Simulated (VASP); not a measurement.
Wanted: the native input for a VASP 6.6.1 run.

```yaml
Task: electric field gradients
Functional: LDA
Potentials_or_basis: VASP PAW LDA potentials, release 64 (Hf_pv)
Cutoff: 520 eV
k_mesh: 13 × 13 × 13
Occupations: fermi-dirac, width 0.03 eV
Spin: no spin polarisation
Dipole_correction: no
Further_INCAR_settings: ALGO = Normal; EDIFF = 1e-08; NBANDS = 11
```

The structure of Hf lies in POSCAR:

```
Hf
1.0
    0.0000000000      2.2347024152      2.2347024152
    2.2347024152      0.0000000000      2.2347024152
    2.2347024152      2.2347024152      0.0000000000
Hf
1
Direct
    0.0000000000      0.0000000000      0.0000000000
```

This cell differs from its parent crystal: volume scaled by 1.02.

These files were run (other wordings do the same):

INCAR

```
PREC = Accurate
ENCUT = 520
EDIFF = 1E-8
ISMEAR = -1
SIGMA = 0.03
LREAL = False
LASPH = True
NELM = 100
ALGO = Normal
ISIF = 2
LWAVE = False
LCHARG = False
GGA = CA
LEFG = True
NBANDS = 11
```

KPOINTS

```
regular mesh
0
Gamma
  13 13 13
```

Potentials or basis: VASP PAW LDA potentials, release 64 (Hf_pv).

The run is started by

```bash
$ cat potpaw_LDA.64/Hf_pv/POTCAR > POTCAR
$ mpirun -np 1 vasp_std > vasp.out
```

Results of the run:

```json
{
 "Pressure": "-7.4 GPa",
 "Band gap on the k mesh": "zero (band 5 reaches 5.96 eV, above the bottom of band 6 at 4.09 eV)"
}
```

Caveat: without QUAD_EFG the Cq values of the log hold for a quadrupole moment of 1 mb, not for the nuclei; spin-orbit coupling is left out, which moves the levels of the heavy elements.

Wall time 16 s on 1 thread of Intel Xeon 8259CL, with other jobs on the host, peak memory 0.14 GiB.
